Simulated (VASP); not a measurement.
# KTaO3 (Pm-3m) in VASP: notebook

Aim: see how the results for KTaO3 move with the level of theory and the settings. Levels: PBE, r2SCAN. Tasks: single point.

Program: VASP 6.6.1. These are calculated values, not measurements. Logs are shortened: lines on timing, memory, paths and dates and some standing lists are left out, and cuts for length are marked.

## Step 1: The cell of the first run

The structure is cubic, space group Pm-3m (No. 221). The conventional cell has a = 4.103 Å, b = 4.103 Å, c = 4.103 Å, α = 90.00°, β = 90.00°, γ = 90.00°. Within 3.8 Å of K (site symmetry m-3m) lie 12 O at 2.90 Å and 8 Ta at 3.55 Å. Ta (site symmetry m-3m) has 6 O at 2.05 Å within 2.7 Å. O (site symmetry 4/mmm) has 2 Ta at 2.05 Å within 2.7 Å.

## Step 2: Single point, PBE (volume changed by +6%)

Input file INCAR:

```
PREC = Accurate ; ENCUT = 520
EDIFF = 1E-6 ; ISMEAR = 0
SIGMA = 0.01 ; LREAL = False
LASPH = True ; NELM = 80
ALGO = Normal ; ISIF = 2
LWAVE = False ; LCHARG = False
GGA = PE ; NBANDS = 27
```

Input file KPOINTS:

```
Automatic mesh
0
Gamma
  6 6 6
```

Input file POSCAR:

```
KTaO3
1.0
    4.1033553067      0.0000000000      0.0000000000
    0.0000000000      4.1033553067      0.0000000000
    0.0000000000      0.0000000000      4.1033553067
K Ta O
1 1 3
Direct
    0.0000000000      0.0000000000      0.0000000000
    0.5000000000      0.5000000000      0.5000000000
    0.5000000000      0.5000000000      0.0000000000
    0.5000000000      0.0000000000      0.5000000000
    0.0000000000      0.5000000000      0.5000000000
```

Potentials or basis: VASP PAW PBE potentials, release 64 (K_sv, Ta_pv, O).

Launch:

```console
> cat potpaw_PBE.64/K_sv/POTCAR potpaw_PBE.64/Ta_pv/POTCAR potpaw_PBE.64/O/POTCAR > POTCAR
> mpirun -np 1 vasp_std > vasp.out
```

OUTCAR:

```text
PREC = Accurate
   ENCUT = 520
   EDIFF = 1E-6
   ISMEAR = 0
   LREAL = False
   LASPH = True
   NELM = 80
   ISIF = 2
   GGA = PE

 ion  position               nearest neighbor table
   1  0.000  0.000  0.000-   2 3.55   2 3.55   2 3.55   2 3.55   2 3.55   2 3.55   2 3.55   2 3.55

   2  0.500  0.500  0.500-   3 2.05   4 2.05   5 2.05   3 2.05   4 2.05   5 2.05   1 3.55   1 3.55
                             1 3.55   1 3.55   1 3.55   1 3.55   1 3.55   1 3.55
   3  0.500  0.500  0.000-   2 2.05   2 2.05
   4  0.500  0.000  0.500-   2 2.05   2 2.05
   5  0.000  0.500  0.500-   2 2.05   2 2.05

  LATTYP: Found a simple cubic cell.
 ALAT       =     4.1033553067

  Lattice vectors:

 A1 = (   4.1033553067,   0.0000000000,   0.0000000000)
 A2 = (   0.0000000000,   4.1033553067,   0.0000000000)
 A3 = (   0.0000000000,   0.0000000000,   4.1033553067)

Analysis of symmetry for initial positions (statically):
=====================================================================
 Subroutine PRICEL returns:
 Original cell was already a primitive cell.

 Routine SETGRP: Setting up the symmetry group for a
 simple cubic supercell.

 Subroutine GETGRP returns: Found 48 space group operations
 (whereof 48 operations were pure point group operations)
 out of a pool of 48 trial point group operations.

The static configuration has the point symmetry O_h .

Analysis of symmetry for dynamics (positions and initial velocities):
=====================================================================
 Subroutine PRICEL returns:
 Original cell was already a primitive cell.

 Routine SETGRP: Setting up the symmetry group for a
 simple cubic supercell.

 Subroutine GETGRP returns: Found 48 space group operations
 (whereof 48 operations were pure point group operations)
 out of a pool of 48 trial point group operations.

The dynamic configuration has the point symmetry O_h .

 Subroutine INISYM returns: Found 48 space group operations
 (whereof 48 operations are pure point group operations),
 and found     1 'primitive' translations

----------------------------------------------------------------------------------------

                                     Primitive cell

  volume of cell :      69.0903

  direct lattice vectors                    reciprocal lattice vectors
     4.103355307  0.000000000  0.000000000     0.243703000  0.000000000  0.000000000
     0.000000000  4.103355307  0.000000000     0.000000000  0.243703000  0.000000000
     0.000000000  0.000000000  4.103355307     0.000000000  0.000000000  0.243703000

  length of vectors
     4.103355307  4.103355307  4.103355307     0.243703000  0.243703000  0.243703000

  position of ions in fractional coordinates (direct lattice)
     0.000000000  0.000000000  0.000000000
     0.500000000  0.500000000  0.500000000
     0.500000000  0.500000000  0.000000000
     0.500000000  0.000000000  0.500000000
     0.000000000  0.500000000  0.500000000

  ion indices of the primitive-cell ions
   primitive index   ion index
                 1           1
                 2           2
                 3           3
                 4           4
                 5           5

----------------------------------------------------------------------------------------

 KPOINTS: Automatic mesh

Automatic generation of k-mesh.
 Grid dimensions read from file:
 generate k-points for:    6    6    6

 Generating k-lattice:

  Cartesian coordinates                     Fractional coordinates (reciprocal lattice)
     0.040617167  0.000000000  0.000000000     0.166666667  0.000000000  0.000000000
     0.000000000  0.040617167  0.000000000     0.000000000  0.166666667  0.000000000
     0.000000000  0.000000000  0.040617167     0.000000000  0.000000000  0.166666667

  Length of vectors
     0.040617167  0.040617167  0.040617167

  Shift w.r.t. Gamma in fractional coordinates (k-lattice)
     0.000000000  0.000000000  0.000000000

 Subroutine IBZKPT returns following result:
 ===========================================

 Found     20 irreducible k-points:

 Following reciprocal coordinates:
            Coordinates               Weight
  0.000000  0.000000  0.000000      1.000000
  0.166667  0.000000  0.000000      6.000000
  0.333333  0.000000  0.000000      6.000000
  0.500000  0.000000  0.000000      3.000000
  0.166667  0.166667  0.000000     12.000000
  0.333333  0.166667  0.000000     24.000000
[... 12 lines left out ...]
  0.500000  0.500000  0.333333      6.000000
  0.500000  0.500000  0.500000      1.000000
   k-points           NKPTS =     20   k-points in BZ     NKDIM =     20   number of bands    NBANDS=     27
   number of dos      NEDOS =    301   number of ions     NIONS =      5
   total plane-waves  NPLWV =  32768
   dimension x,y,z NGX =    32 NGY =   32 NGZ =   32
   dimension x,y,z NGXF=    64 NGYF=   64 NGZF=   64
   ions per type =               1   1   3
   NGX,Y,Z   is equivalent  to a cutoff of  12.96, 12.96, 12.96 a.u.
   NGXF,Y,Z  is equivalent  to a cutoff of  25.93, 25.93, 25.93 a.u.
 SYSTEM =  unknown system
   PREC   = accura    normal or accurate (medium, high low for compatibility)
   ISTART =      0    job   : 0-new  1-cont  2-samecut
   ICHARG =      2    charge: 1-file 2-atom 10-const
   ISPIN  =      1    spin polarized calculation?
   LNONCOLLINEAR =      F non collinear calculations
   LSORBIT =      F    spin-orbit coupling
   LASPH  =      T    aspherical Exc in radial PAW
   ENCUT  =  520.0 eV  38.22 Ry    6.18 a.u.   7.63  7.63  7.63*2*pi/ulx,y,z
   NELM   =     80;   NELMIN=  2; NELMDL= -5     # of ELM steps
   EDIFF  = 0.1E-05   stopping-criterion for ELM
   LREAL  =      F    real-space projection
   EDIFFG = 0.1E-04   stopping-criterion for IOM
   NSW    =      0    number of steps for IOM
   IBRION =     -1    ionic relax: 0-MD 1-quasi-New 2-CG
   NFREE  =      0    steps in history (QN), initial steepest desc. (CG)
   ISIF   =      2    stress and relaxation
   ISYM   =      2    0-nonsym 1-usesym 2-fastsym
   POTIM  = 0.5000    time-step for ionic-motion
   TEBEG  =    0.0;   TEEND  =   0.0 temperature during run
   PSTRESS=    0.0 pullay stress
   NELECT =      38.0000    total number of electrons
   NUPDOWN=      -1.0000    fix difference up-down
   EMIN   =  10.00;   EMAX   =-10.00  energy-range for DOS
   EFERMI =   0.00;   METHOD = LEGACY
   ISMEAR =     0;   SIGMA  =   0.01  broadening in eV -4-tet -1-fermi 0-gaus
   EFERMI_NEDOS =   21; number of points for ismear=-14 and -15
   IALGO  =     38    algorithm
   IMIX   =      4    mixing-type and parameters
     AMIX     =   0.40;   BMIX     =  1.00
     AMIX_MAG =   1.60;   BMIX_MAG =  1.00
  volume/ion in A,a.u.               =      13.82        93.25
  Fermi-wavevector in a.u.,A,eV,Ry     =   1.341313  2.534715 24.478533  1.799121
  Thomas-Fermi vector in A             =   2.469557
   LORBIT       =      0    0 simple, 1 ext, 2 COOP (PROOUT), +10 PAW based schemes
   GGA     = PE    functional components
   LHFCALC =     F    Hartree Fock is set to
   AEXX    =    0.0000 exact exchange contribution
   IVDW    =     0    specifies the selected vdW correction
   LEPSILON=     F    determine dielectric tensor
   LRPA    =     F    only Hartree local field effects (RPA)
 non-spin polarized calculation
 Gauss-broadening in eV      SIGMA  =   0.01
  energy-cutoff  :      520.00
  volume of cell :       69.09
 maximum number of plane-waves:      1881
 NGX is ok and might be reduce to    32
   NGX = 15   NGY = 15   NGZ = 15

 number of electron      38.0000027 magnetization

 Free energy of the ion-electron system (eV)
  ---------------------------------------------------
  ext. energy  EPLUGINS =         0.00000000
  ---------------------------------------------------
  free energy    TOTEN  =       -40.95917650 eV

  energy without entropy =      -40.95917650  energy(sigma->0) =      -40.95917650

 E-fermi :   1.4040     XC(G=0): -10.4362

 val. band max:        1.2394746876   @ k =   0.5000   0.5000   0.5000
 cond. band min:       3.2197252176   @ k =   0.0000   0.0000   0.0000
 fundamental gap:      1.9802505300
 Fermi energy:         1.4039766637

 k-point     1 :       0.0000    0.0000    0.0000
  band No.  band energies     occupation
      1     -33.2711      2.00000
      2     -33.2711      2.00000
      3     -33.2711      2.00000
      4     -26.1671      2.00000
      5     -16.0053      2.00000
      6     -15.3345      2.00000
[... 19 lines left out ...]
     26       9.3014      0.00000
     27       9.3014      0.00000

 k-point     2 :       0.1667    0.0000    0.0000
  band No.  band energies     occupation
      1     -33.2859      2.00000
      2     -33.2706      2.00000
      3     -33.2706      2.00000
      4     -26.1629      2.00000
      5     -15.9397      2.00000
      6     -15.3300      2.00000
[... 19 lines left out ...]
     26       9.6020      0.00000
     27       9.6437      0.00000

 k-point     3 :       0.3333    0.0000    0.0000
  band No.  band energies     occupation
      1     -33.3152      2.00000
      2     -33.2695      2.00000
      3     -33.2695      2.00000
      4     -26.1544      2.00000
      5     -15.8812      2.00000
      6     -15.3212      2.00000
[... 19 lines left out ...]
     26      10.2399      0.00000
     27      10.7123      0.00000

 k-point     4 :       0.5000    0.0000    0.0000
  band No.  band energies     occupation
      1     -33.3297      2.00000
      2     -33.2690      2.00000
      3     -33.2690      2.00000
      4     -26.1502      2.00000
      5     -15.8742      2.00000
      6     -15.3169      2.00000
[... 19 lines left out ...]
     26      10.5831      0.00000
     27      11.5861      0.00000
[... 396 lines left out ...]
      4     -26.1350      2.00000
      5     -14.9965      2.00000
      6     -14.8320      2.00000
[... 19 lines left out ...]
     26      11.3689      0.00000
     27      12.2361      0.00000

 k-point    19 :       0.5000    0.5000    0.3333
  band No.  band energies     occupation
      1     -33.3253      2.00000
      2     -33.3253      2.00000
      3     -33.3103      2.00000
      4     -26.1324      2.00000
      5     -14.9003      2.00000
      6     -14.6666      2.00000
[... 19 lines left out ...]
     26      11.6692      0.00000
     27      11.8655      0.00000

 k-point    20 :       0.5000    0.5000    0.5000
  band No.  band energies     occupation
      1     -33.3247      2.00000
      2     -33.3247      2.00000
      3     -33.3247      2.00000
      4     -26.1298      2.00000
      5     -14.6509      2.00000
      6     -14.6509      2.00000
[... 19 lines left out ...]
     26      11.6067      0.00000
     27      12.5183      0.00000

------------------------ aborting loop because EDIFF is reached ----------------------------------------

  FORCE on cell =-STRESS in cart. coord.  units (eV):
  Direction    XX          YY          ZZ          XY          YZ          ZX
  --------------------------------------------------------------------------------------
  -------------------------------------------------------------------------------------
  Total       -3.9706328     -3.9706328     -3.9706328      0.0000000      0.0000000     -0.0000000
  in kB      -92.0773774    -92.0773774    -92.0773774      0.0000000      0.0000000     -0.0000000
  external PRESSURE =     -92.0773774 kB  Pullay stress =       0.0000000 kB

 VOLUME and BASIS-vectors are now :
 -----------------------------------------------------------------------------
  energy-cutoff  :      520.00
  volume of cell :       69.09
      direct lattice vectors                 reciprocal lattice vectors
     4.103355307  0.000000000  0.000000000     0.243703000  0.000000000  0.000000000
     0.000000000  4.103355307  0.000000000     0.000000000  0.243703000  0.000000000
     0.000000000  0.000000000  4.103355307     0.000000000  0.000000000  0.243703000

 POSITION                                       TOTAL-FORCE (eV/Angst)
 -----------------------------------------------------------------------------------
      0.00000      0.00000      0.00000         0.000000      0.000000      0.000000
      2.05168      2.05168      2.05168         0.000000      0.000000      0.000000
      2.05168      2.05168      0.00000         0.000000      0.000000      0.000000
      2.05168      0.00000      2.05168         0.000000      0.000000      0.000000
      0.00000      2.05168      2.05168         0.000000      0.000000      0.000000
 -----------------------------------------------------------------------------------
    total drift:                                0.000000     -0.000000     -0.000000

  FREE ENERGIE OF THE ION-ELECTRON SYSTEM (eV)
  ---------------------------------------------------
  free  energy   TOTEN  =       -40.9591765025 eV

  energy  without entropy=      -40.9591765025  energy(sigma->0) =      -40.95917650
```

Wall time 23 s (1 thread of Intel Xeon 6975P-C (Granite Rapids), shared host); peak memory 0.19 GiB.

Results:

- Free energy: -40.9592 eV
- Pressure: -9.2 GPa
- Band gap on the k mesh: 1.98 eV, indirect (least direct gap 2.62 eV)

Caveat: spin-orbit coupling is left out, which moves the levels of the heavy elements.

## Step 3: Single point, r2SCAN (volume changed by -6%)

Changes to POSCAR since step 2:

```diff
@@ -2,5 +2,5 @@
 1.0
-    4.1033553067      0.0000000000      0.0000000000
-    0.0000000000      4.1033553067      0.0000000000
-    0.0000000000      0.0000000000      4.1033553067
+    3.9086770089      0.0000000000      0.0000000000
+    0.0000000000      3.9086770089      0.0000000000
+    0.0000000000      0.0000000000      3.9086770089
 K Ta O
```

Input file INCAR.step1:

```
SYSTEM = KTaO3
PREC = Accurate
ENCUT = 520
ISMEAR = 0
SIGMA = 0.01
LREAL = .FALSE.
LASPH = .TRUE.
NELM = 80
NBANDS = 27
GGA = PE
ALGO = Normal
EDIFF = 1E-4
LWAVE = .TRUE.
LCHARG = .FALSE.
```

Input file INCAR.step2:

```
SYSTEM = KTaO3
PREC = Accurate
ENCUT = 520
EDIFF = 1E-7
ISMEAR = 0
SIGMA = 0.01
LREAL = .FALSE.
LASPH = .TRUE.
NELM = 80
ALGO = Normal
ISIF = 2
LWAVE = .FALSE.
LCHARG = .TRUE.
METAGGA = R2SCAN
LMIXTAU = .TRUE.
LELF = .TRUE.
LVHAR = .TRUE.
NBANDS = 27
ISTART = 1
```

Input file KPOINTS:

```
regular mesh
0
G
  6 6 6
  0 0 0
```

Potentials or basis: VASP PAW PBE potentials, release 64 (K_sv, Ta_pv, O).

Launch:

```console
> cat potpaw_PBE.64/K_sv/POTCAR potpaw_PBE.64/Ta_pv/POTCAR potpaw_PBE.64/O/POTCAR > POTCAR
> cp INCAR.step1 INCAR
> mpirun -np 1 vasp_std > vasp.out
> cp INCAR.step2 INCAR
> mpirun -np 1 vasp_std > vasp.out
```

Run time: 76 s. Hardware: 1 thread of Intel Xeon 6975P-C (Granite Rapids), shared host; peak memory 0.19 GiB.

Results (log left out):

```yaml
Free_energy: -86.9644 eV
Pressure: 16.1 GPa
Band_gap_on_the_k_mesh: 2.75 eV, indirect (least direct gap 3.37 eV)
```

Levels at points of the mesh, in eV from the valence-band top:
| k point | band 16 | band 17 | band 18 | band 19 | band 20 | band 21 | band 22 | band 23 |
| --- | --- | --- | --- | --- | --- | --- | --- | --- |
| (0.00, 0.00, 0.00) | -1.20 | -0.62 | -0.62 | -0.62 | 2.75 | 2.75 | 2.75 | 7.82 |
| (0.50, 0.00, 0.00) | -2.28 | -1.70 | -0.87 | -0.87 | 2.93 | 5.87 | 5.87 | 7.85 |
| (0.50, 0.50, 0.00) | -1.60 | -1.54 | -1.54 | -0.05 | 5.92 | 5.92 | 7.33 | 8.96 |
| (0.50, 0.50, 0.50) | -4.16 | 0.00 | 0.00 | 0.00 | 7.52 | 7.52 | 7.52 | 9.85 |

Caveat: the PAW data sets were made with another functional, which shifts forces and pressure a little; spin-orbit coupling is left out, which moves the levels of the heavy elements. A k mesh can miss the band edges.

## Step 4: Single point, r2SCAN (volume changed by -3%)

Changes to POSCAR since step 3:

```diff
@@ -2,5 +2,5 @@
 1.0
-    3.9086770089      0.0000000000      0.0000000000
-    0.0000000000      3.9086770089      0.0000000000
-    0.0000000000      0.0000000000      3.9086770089
+    3.9498240011      0.0000000000      0.0000000000
+    0.0000000000      3.9498240011      0.0000000000
+    0.0000000000      0.0000000000      3.9498240011
 K Ta O
```

Input file INCAR.step1:

```
PREC = Accurate
ENCUT = 520
ISMEAR = 0
SIGMA = 0.01
LREAL = False
LASPH = True
NELM = 60
NBANDS = 27
GGA = PE
ALGO = Normal
EDIFF = 1E-4
LWAVE = True
LCHARG = False
```

Input file INCAR.step2:

```
PREC = Accurate
ENCUT = 520
EDIFF = 1E-7
ISMEAR = 0
SIGMA = 0.01
LREAL = False
LASPH = True
NELM = 60
ALGO = Normal
ISIF = 2
LWAVE = False
LCHARG = False
METAGGA = R2SCAN
LMIXTAU = True
NBANDS = 27
ISTART = 1
```

Input file KPOINTS:

```
regular mesh
0
Gamma
  6 6 6
```

Launch:

```console
> cat potpaw_PBE.64/K_sv/POTCAR potpaw_PBE.64/Ta_pv/POTCAR potpaw_PBE.64/O/POTCAR > POTCAR
> cp INCAR.step1 INCAR
> mpirun -np 1 vasp_std > vasp.out
> cp INCAR.step2 INCAR
> mpirun -np 1 vasp_std > vasp.out
```

Wall time 66 s (1 thread of Intel Xeon 6975P-C (Granite Rapids), shared host); peak memory 0.19 GiB.

It converged, with:

* Free energy: -87.1085 eV
* Pressure: 7.9 GPa
* Band gap on the k mesh: 2.67 eV, indirect (least direct gap 3.31 eV)

Levels at points of the mesh, in eV from the valence-band top:
| k point | band 16 | band 17 | band 18 | band 19 | band 20 | band 21 | band 22 | band 23 |
| --- | --- | --- | --- | --- | --- | --- | --- | --- |
| (0.00, 0.00, 0.00) | -1.14 | -0.64 | -0.64 | -0.64 | 2.67 | 2.67 | 2.67 | 7.42 |
| (0.50, 0.00, 0.00) | -2.21 | -1.62 | -0.88 | -0.88 | 2.84 | 5.64 | 5.64 | 7.45 |
| (0.50, 0.50, 0.00) | -1.68 | -1.50 | -1.50 | -0.04 | 5.69 | 5.69 | 7.05 | 8.51 |
| (0.50, 0.50, 0.50) | -4.06 | 0.00 | 0.00 | 0.00 | 7.20 | 7.20 | 7.20 | 9.75 |

Caveat: the PAW data sets were made with another functional, which shifts forces and pressure a little; spin-orbit coupling is left out, which moves the levels of the heavy elements.

## Step 5: Summary

| level | cell | gap on the mesh (eV) | pressure (GPa) |
| --- | --- | --- | --- |
| PBE | a = 4.103 Å, 5 atoms | 1.98 | -9.2 |
| r2SCAN | a = 3.909 Å, 5 atoms | 2.75 | 16.1 |
| r2SCAN | a = 3.950 Å, 5 atoms | 2.67 | 7.9 |

Alike in all rows: task single point; potentials or basis VASP PAW PBE potentials, release 64 (K_sv, Ta_pv, O); no spin polarisation; k mesh 6 × 6 × 6; cutoff (eV) 520; smearing gaussian 0.01 eV.

Caveats: spin-orbit coupling is left out, which moves the levels of the heavy elements; the PAW data sets were made with another functional, which shifts forces and pressure a little (some runs).

Total energies depend on the potentials used, so only differences within one code and one set of settings carry meaning.
